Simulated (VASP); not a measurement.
# LaS (Fm-3m) in VASP: further runs, part 2 of 2

VASP 6.6.1. The steps go on from the part before.

### Step 3. Relaxation of cell and atoms, LDA

This run uses another cell than the first one, of 25.03 Å³/atom, 1.044 times its volume.

INCAR reads:

```
SYSTEM = LaS
PREC = Accurate
ENCUT = 600
EDIFF = 1E-6
ISMEAR = 0
SIGMA = 0.05
LREAL = .FALSE.
LASPH = .TRUE.
NELM = 80
ALGO = Normal
ISIF = 3
LWAVE = .FALSE.
LCHARG = .FALSE.
GGA = CA
IBRION = 2
NSW = 80
EDIFFG = -0.005
```

KPOINTS reads:

```
regular mesh
0
G
  12 12 12
  0 0 0
```

POSCAR reads:

```
LaS
1.0
    0.0000000000      2.9250000000      2.9250000000
    2.9250000000      0.0000000000      2.9250000000
    2.9250000000      2.9250000000      0.0000000000
La S
1 1
Direct
    0.0000000000      0.0000000000      0.0000000000
    0.5000000000      0.5000000000      0.5000000000
```

Potentials or basis: VASP PAW LDA potentials, release 64 (La, S).

On the command line:

```sh
$ cat potpaw_LDA.64/La/POTCAR potpaw_LDA.64/S/POTCAR > POTCAR
$ mpirun -np 1 vasp_std > vasp.out
```

OUTCAR:

```text
SYSTEM = LaS
   PREC = Accurate
   ENCUT = 600
   EDIFF = 1E-6
   ISMEAR = 0
   LREAL = .FALSE.
   LASPH = .TRUE.
   NELM = 80
   ISIF = 3
   GGA = CA
   IBRION = 2
   NSW = 80
   EDIFFG = -0.005

 ion  position               nearest neighbor table
   1  0.000  0.000  0.000-   2 2.92   2 2.92   2 2.92   2 2.92   2 2.92   2 2.92
   2  0.500  0.500  0.500-   1 2.92   1 2.92   1 2.92   1 2.92   1 2.92   1 2.92

  LATTYP: Found a face centered cubic cell.
 ALAT       =     5.8500000000

  Lattice vectors:

 A1 = (   0.0000000000,   2.9250000000,   2.9250000000)
 A2 = (   2.9250000000,   0.0000000000,   2.9250000000)
 A3 = (   2.9250000000,   2.9250000000,   0.0000000000)

Analysis of symmetry for initial positions (statically):
=====================================================================
 Subroutine PRICEL returns:
 Original cell was already a primitive cell.

 Routine SETGRP: Setting up the symmetry group for a
 face centered cubic supercell.

 Subroutine GETGRP returns: Found 48 space group operations
[... 9 lines left out ...]

 Routine SETGRP: Setting up the symmetry group for a
 face centered cubic supercell.

 Subroutine GETGRP returns: Found 48 space group operations
[... 11 lines left out ...]
                                     Primitive cell

  volume of cell :      50.0504

  direct lattice vectors                    reciprocal lattice vectors
     0.000000000  2.925000000  2.925000000    -0.170940171  0.170940171  0.170940171
     2.925000000  0.000000000  2.925000000     0.170940171 -0.170940171  0.170940171
     2.925000000  2.925000000  0.000000000     0.170940171  0.170940171 -0.170940171

  length of vectors
     4.136574670  4.136574670  4.136574670     0.296077061  0.296077061  0.296077061

  position of ions in fractional coordinates (direct lattice)
     0.000000000  0.000000000  0.000000000
     0.500000000  0.500000000  0.500000000

  ion indices of the primitive-cell ions
   primitive index   ion index
                 1           1
                 2           2

----------------------------------------------------------------------------------------

 KPOINTS: regular mesh

Automatic generation of k-mesh.
 Grid dimensions read from file:
 generate k-points for:   12   12   12

 Generating k-lattice:

  Cartesian coordinates                     Fractional coordinates (reciprocal lattice)
    -0.014245014  0.014245014  0.014245014     0.083333333  0.000000000  0.000000000
     0.014245014 -0.014245014  0.014245014     0.000000000  0.083333333  0.000000000
     0.014245014  0.014245014 -0.014245014     0.000000000  0.000000000  0.083333333

  Length of vectors
     0.024673088  0.024673088  0.024673088

  Shift w.r.t. Gamma in fractional coordinates (k-lattice)
     0.000000000  0.000000000  0.000000000

 Subroutine IBZKPT returns following result:
 ===========================================

 Found     72 irreducible k-points:

 Following reciprocal coordinates:
            Coordinates               Weight
  0.000000  0.000000  0.000000      1.000000
  0.083333  0.000000  0.000000      8.000000
  0.166667  0.000000  0.000000      8.000000
  0.250000  0.000000  0.000000      8.000000
  0.333333  0.000000  0.000000      8.000000
  0.416667  0.000000  0.000000      8.000000
[... 16 lines left out ...]
  0.500000  0.166667  0.000000     24.000000
 -0.416667  0.166667  0.000000     24.000000
 [... further k-points ...]
   k-points           NKPTS =     72   k-points in BZ     NKDIM =     72   number of bands    NBANDS=     12
   number of dos      NEDOS =    301   number of ions     NIONS =      2
   total plane-waves  NPLWV =  46656
   dimension x,y,z NGX =    36 NGY =   36 NGZ =   36
   dimension x,y,z NGXF=    72 NGYF=   72 NGZF=   72
   ions per type =               1   1
   NGX,Y,Z   is equivalent  to a cutoff of  14.47, 14.47, 14.47 a.u.
   NGXF,Y,Z  is equivalent  to a cutoff of  28.94, 28.94, 28.94 a.u.
 SYSTEM =  LaS
   PREC   = accura    normal or accurate (medium, high low for compatibility)
   ISTART =      0    job   : 0-new  1-cont  2-samecut
   ICHARG =      2    charge: 1-file 2-atom 10-const
   ISPIN  =      1    spin polarized calculation?
   LNONCOLLINEAR =      F non collinear calculations
   LSORBIT =      F    spin-orbit coupling
   LASPH  =      T    aspherical Exc in radial PAW
   ENCUT  =  600.0 eV  44.10 Ry    6.64 a.u.   8.26  8.26  8.26*2*pi/ulx,y,z
   NELM   =     80;   NELMIN=  2; NELMDL= -5     # of ELM steps
   EDIFF  = 0.1E-05   stopping-criterion for ELM
   LREAL  =      F    real-space projection
   EDIFFG = -.5E-02   stopping-criterion for IOM
   NSW    =     80    number of steps for IOM
   IBRION =      2    ionic relax: 0-MD 1-quasi-New 2-CG
   NFREE  =      1    steps in history (QN), initial steepest desc. (CG)
   ISIF   =      3    stress and relaxation
   ISYM   =      2    0-nonsym 1-usesym 2-fastsym
   POTIM  = 0.5000    time-step for ionic-motion
   TEBEG  =    0.0;   TEEND  =   0.0 temperature during run
   PSTRESS=    0.0 pullay stress
   NELECT =      17.0000    total number of electrons
   NUPDOWN=      -1.0000    fix difference up-down
   EMIN   =  10.00;   EMAX   =-10.00  energy-range for DOS
   EFERMI =   0.00;   METHOD = LEGACY
   ISMEAR =     0;   SIGMA  =   0.05  broadening in eV -4-tet -1-fermi 0-gaus
   EFERMI_NEDOS =   21; number of points for ismear=-14 and -15
   IALGO  =     38    algorithm
   IMIX   =      4    mixing-type and parameters
     AMIX     =   0.40;   BMIX     =  1.00
     AMIX_MAG =   1.60;   BMIX_MAG =  1.00
  volume/ion in A,a.u.               =      25.03       168.88
  Fermi-wavevector in a.u.,A,eV,Ry     =   1.142234  2.158510 17.751516  1.304700
  Thomas-Fermi vector in A             =   2.278933
   LORBIT       =      0    0 simple, 1 ext, 2 COOP (PROOUT), +10 PAW based schemes
   GGA     = CA    functional components
   LHFCALC =     F    Hartree Fock is set to
   AEXX    =    0.0000 exact exchange contribution
   IVDW    =     0    specifies the selected vdW correction
   LEPSILON=     F    determine dielectric tensor
   LRPA    =     F    only Hartree local field effects (RPA)
 conjugate gradient relaxation of ions
 non-spin polarized calculation
 Gauss-broadening in eV      SIGMA  =   0.05
  energy-cutoff  :      600.00
  volume of cell :       50.05
 maximum number of plane-waves:      1700
 NGX is ok and might be reduce to    36
   NGX = 17   NGY = 17   NGZ = 17

--------------------------------------- Ionic step        1  -------------------------------------------

 number of electron      17.0000000 magnetization

 Free energy of the ion-electron system (eV)
  ---------------------------------------------------
  ext. energy  EPLUGINS =         0.00000000
  ---------------------------------------------------
  free energy    TOTEN  =       -14.79123732 eV

  energy without entropy =      -14.79006796  energy(sigma->0) =      -14.79065264

------------------------ aborting loop because EDIFF is reached ----------------------------------------

  FORCE on cell =-STRESS in cart. coord.  units (eV):
  Direction    XX          YY          ZZ          XY          YZ          ZX
  --------------------------------------------------------------------------------------
  -------------------------------------------------------------------------------------
  Total       -1.1580348     -1.1580348     -1.1580348     -0.0000000     -0.0000000      0.0000000
  in kB      -37.0701697    -37.0701697    -37.0701697     -0.0000000     -0.0000000      0.0000000
  external PRESSURE =     -37.0701697 kB  Pullay stress =       0.0000000 kB
[... 129 lines left out ...]
  energy  without entropy=      -14.8153001018  energy(sigma->0) =      -14.81588488

--------------------------------------- Ionic step        5  -------------------------------------------

 number of electron      17.0000000 magnetization

 Free energy of the ion-electron system (eV)
  ---------------------------------------------------
  ext. energy  EPLUGINS =         0.00000000
  ---------------------------------------------------
  free energy    TOTEN  =       -14.81647275 eV

  energy without entropy =      -14.81530328  energy(sigma->0) =      -14.81588802

 E-fermi :   9.1098     XC(G=0): -10.5286

 val. band max:        9.1068213331   @ k =  -0.3333   0.4167   0.1667
 cond. band min:       9.1438583122   @ k =  -0.0833   0.0833   0.0000
 fundamental gap:      0.0370369792
 Fermi energy:         9.1097574610

 k-point     1 :       0.0000    0.0000    0.0000
  band No.  band energies     occupation
      1     -23.6330      2.00000
      2      -7.1649      2.00000
      3      -7.1649      2.00000
      4      -7.1649      2.00000
      5      -4.7200      2.00000
      6       5.9233      2.00000
      7       5.9233      2.00000
      8       5.9233      2.00000
      9       9.2946      0.00000
     10       9.2946      0.00000
     11       9.2946      0.00000
     12      10.3390      0.00000
[... 331 lines left out ...]
 k-point    24 :      -0.4167    0.1667    0.0000
  band No.  band energies     occupation
      1     -23.5259      2.00000
      2      -8.4672      2.00000
      3      -7.4316      2.00000
      4      -7.2714      2.00000
      5      -3.2785      2.00000
      6       3.7070      2.00000
      7       4.4904      2.00000
      8       4.8206      2.00000
      9      10.0837      0.00000
     10      10.4108      0.00000
     11      10.6274      0.00000
     12      10.9563      0.00000

 [... further k-points ...]

------------------------ aborting loop because EDIFF is reached ----------------------------------------

  FORCE on cell =-STRESS in cart. coord.  units (eV):
  Direction    XX          YY          ZZ          XY          YZ          ZX
  --------------------------------------------------------------------------------------
  -------------------------------------------------------------------------------------
  Total       -0.0063271     -0.0063271     -0.0063271     -0.0000000     -0.0000000      0.0000000
  in kB       -0.2113387     -0.2113387     -0.2113387     -0.0000000     -0.0000000      0.0000000
  external PRESSURE =      -0.2113387 kB  Pullay stress =       0.0000000 kB
[... 17 lines left out ...]
  FREE ENERGIE OF THE ION-ELECTRON SYSTEM (eV)
  ---------------------------------------------------
  free  energy   TOTEN  =       -14.8164727489 eV

  energy  without entropy=      -14.8153032814  energy(sigma->0) =      -14.81588802

 reached required accuracy - stopping structural energy minimisation
```

CONTCAR:

```text
LaS
   1.00000000000000
    -0.0000000000000000    2.8838182798143359    2.8838182798143359
     2.8838182798143359    0.0000000000000000    2.8838182798143359
     2.8838182798143359    2.8838182798143359    0.0000000000000000
  La              S
     1     1
Direct
     0.0000000000000000    0.0000000000000000    0.0000000000000000
     0.5000000000000000    0.5000000000000000    0.5000000000000000

  0.00000000E+00  0.00000000E+00  0.00000000E+00
  0.00000000E+00  0.00000000E+00  0.00000000E+00
```

Wall time 3.2 min (1 thread of Intel Xeon Platinum 8259CL at 2.50GHz (Skylake/Cascade Lake), shared host); peak memory 0.23 GiB.

What came out:

- Free energy: -14.8165 eV
- Relaxed volume: 23.98 Å³/atom
- Relaxed cell: a = 4.078 Å, b = 4.078 Å, c = 4.078 Å, α = 60.00°, β = 60.00°, γ = 60.00°
- Space group after relaxing (to 0.05 Å): Fm-3m (No. 225)
- Energy gained by relaxing: 12.6 meV/atom
- Ionic steps: 5
- Pressure after relaxing: 0.0 GPa

Step by step:
```
step  energy change (eV)  largest force (eV/Å)  pressure (GPa)  volume (Å³)
   1              0.0000                0.0000           -3.71        50.05
   2              0.0010                0.0000            4.42        45.97
   3             -0.0252                0.0000           -0.04        47.97
   4             -0.0252                0.0000            0.04        47.93
   5             -0.0252                0.0000           -0.02        47.97
```

Final structure:
```cif
data_structure
_symmetry_space_group_name_H-M 'P 1'
_symmetry_Int_Tables_number 1
_cell_length_a 4.0783
_cell_length_b 4.0783
_cell_length_c 4.0783
_cell_angle_alpha 60.000
_cell_angle_beta 60.000
_cell_angle_gamma 60.000
_cell_volume 47.97
loop_
_atom_site_label
_atom_site_type_symbol
_atom_site_fract_x
_atom_site_fract_y
_atom_site_fract_z
_atom_site_occupancy
La1 La 0.00000 0.00000 0.00000 1
S1 S 0.50000 0.50000 0.50000 1
```

Levels at points of the mesh, in eV from the Fermi level:
```tsv
k point	band 5	band 6	band 7	band 8	band 9	band 10	band 11	band 12
(0.00, 0.00, 0.00)	-13.83	-3.19	-3.19	-3.19	0.18	0.18	0.18	1.23
(0.50, 0.00, 0.00)	-12.06	-5.81	-4.78	-4.78	1.17	1.56	1.56	1.94
(0.50, 0.50, 0.00)	-13.74	-3.47	-3.18	-3.18	-1.98	1.76	1.77	1.90
```

Caveat: spin-orbit coupling is left out, which moves the levels of the heavy elements.
